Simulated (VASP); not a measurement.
Wanted: the native input for a VASP 6.6.1 run.

- Task: single point
- Functional: PBE
- Dispersion: D3(BJ)
- Potentials or basis: VASP PAW PBE potentials, release 64 (Al)
- Cutoff: 520 eV
- k mesh: 18 × 18 × 4
- Occupations: gaussian, width 0.15 eV
- Spin: no spin polarisation
- Dipole correction: no
- Further INCAR settings: ALGO = Normal; EDIFF = 1e-06; NBANDS = 14

The structure of Al lies in POSCAR:

```
Al
1.0
    2.7750000000      0.0000000000      0.0000000000
   -1.3875000000      2.4032204955      0.0000000000
    0.0000000000      0.0000000000     10.0395000000
Al
4
Direct
    0.0000000000      0.0000000000      0.0000000000
    0.3333333333      0.6666666667      0.2500000000
    0.0000000000      0.0000000000      0.5000000000
    0.6666666667      0.3333333333      0.7500000000
```

The input as run:

INCAR

```
ALGO     = Normal         # electronic algorithm
EDIFF    = 1E-6           # SCF threshold, eV
ENCUT    = 520            # plane-wave cutoff, eV
GGA      = PE             # functional
ISIF     = 2              # what is computed and relaxed
ISMEAR   = 0              # smearing method
IVDW     = 12             # dispersion correction
LASPH    = True           # aspherical terms in the spheres
LCHARG   = False          # write CHGCAR
LREAL    = False          # projectors in reciprocal space
LWAVE    = False          # write WAVECAR
NBANDS   = 14             # bands
NELM     = 100            # most SCF steps
PREC     = Accurate       # precision mode
SIGMA    = 0.15           # smearing width, eV
```

KPOINTS

```
k-points
0
Gamma
  18 18 4
```

Potentials or basis: VASP PAW PBE potentials, release 64 (Al).

The run is started by

```bash
$ cat potpaw_PBE.64/Al/POTCAR > POTCAR
$ mpirun -np 1 vasp_std > vasp.out
```

Results of the run:

The pressure is -3.1 GPa. The band gap on the k mesh is zero (band 6 reaches 10.64 eV, above the bottom of band 7 at 6.60 eV) and the dispersion energy per atom is -0.332 eV.

Caveat: pairwise dispersion overbinds metals, which lowers pressure and volume.

It took 57 s on 1 thread of AMD EPYC 9R45 96-Core Processor (Zen 5), with other jobs on the host, peak memory 0.21 GiB.
